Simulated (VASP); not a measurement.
Wanted: the native input for a VASP 6.6.1 run.

- Task: single point
- Functional: PBEsol
- Potentials or basis: VASP PAW PBE potentials, release 64 (In_d, Sb)
- Cutoff: 520 eV
- k mesh: 16 × 16 × 16
- Occupations: gaussian, width 0.15 eV
- Spin: no spin polarisation
- Dipole correction: no
- Further INCAR settings: ALGO = Normal; EDIFF = 1e-06; NBANDS = 16

The structure of InSb lies in POSCAR:

```
InSb
1.0
    1.2017815386      3.7770276927      3.7770276927
    3.7770276927      1.2017815386      3.7770276927
    3.7770276927      3.7770276927      1.2017815386
In Sb
1 1
Direct
    0.0000000000      0.0000000000      0.0000000000
    0.5000000000      0.5000000000      0.5000000000
```

This cell differs from its parent crystal: ratio of the length along [111] to the lengths across it x 1.7, volume and fractional coordinates fixed.

One way to write it, as run:

INCAR

```
PREC     = Accurate       # precision mode
ENCUT    = 520            # plane-wave cutoff, eV
EDIFF    = 1E-6           # SCF threshold, eV
ISMEAR   = 0              # smearing method
SIGMA    = 0.15           # smearing width, eV
LREAL    = F              # projectors in reciprocal space
LASPH    = T              # aspherical terms in the spheres
NELM     = 80             # most SCF steps
ALGO     = Normal         # electronic algorithm
ISIF     = 2              # what is computed and relaxed
LWAVE    = F              # write WAVECAR
LCHARG   = F              # write CHGCAR
GGA      = PS             # functional
NBANDS   = 16             # bands
```

KPOINTS

```
Automatic mesh
0
Gamma
  16 16 16
```

Potentials or basis: VASP PAW PBE potentials, release 64 (In_d, Sb).

The run is started by

```console
$ cat potpaw_PBE.64/In_d/POTCAR potpaw_PBE.64/Sb/POTCAR > POTCAR
$ mpirun -np 1 vasp_std > vasp.out
```

Results of the run:

| Item | Value |
| --- | --- |
| Pressure | -3.6 GPa |
| Band gap on the k mesh | zero (band 9 reaches 9.66 eV, above the bottom of band 10 at 5.29 eV) |

Caveat: the PAW data sets were made with another functional, which shifts forces and pressure a little; spin-orbit coupling is left out, which moves the levels of the heavy elements.

Run time: 8.2 min on 1 thread of Intel(R) Xeon(R) Platinum 8488C (Sapphire Rapids), on a shared host, peak memory 0.57 GiB.
